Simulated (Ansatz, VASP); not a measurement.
**One calculation of B, two programs**

```
B
1.0
     2.60434    0.00000    0.00000
    -1.30217    2.25542    0.00000
     0.00000    0.00000    8.50569
B
8
Direct
  0.00000 0.00000 0.09375
  0.00000 0.00000 0.59375
  0.00000 0.00000 0.40625
  0.00000 0.00000 0.90625
  0.33333 0.66667 0.15625
  0.66667 0.33333 0.65625
  0.33333 0.66667 0.34375
  0.66667 0.33333 0.84375
```

Alike in both runs: task relaxation of cell and atoms; functional PBE; k mesh 9 × 9 × 2; occupations gaussian, width 0.1 eV; no spin polarisation.

|  | VASP | Ansatz |
| --- | --- | --- |
| version | VASP 6.6.1 | Ansatz 0.2.0 |
| potentials or method | VASP PAW PBE potentials, release 64 (B), cutoff 600 eV | scalar-relativistic, plane waves, PAW |
| valence electrons in the cell | 24 | 24 |

|  | VASP | Ansatz | Ansatz less VASP |
| --- | --- | --- | --- |
| gap on the k mesh at the Fermi level, each at its own relaxed structure (eV) | none | none | - |
| relaxed volume (Å³/atom) | 7.91 | 7.92 | +0.014 |
| relaxed cell length with the largest relative difference (Å) | 2.989 | 2.990 | +0.0018 |

A gap of «none» marks a metal or a gap that the smearing closes.

The k mesh is coarse, so the values compare programs but aren't converged. Noted on VASP's run: the volume moved by over 15 % at a fixed basis, so the end points are rough.
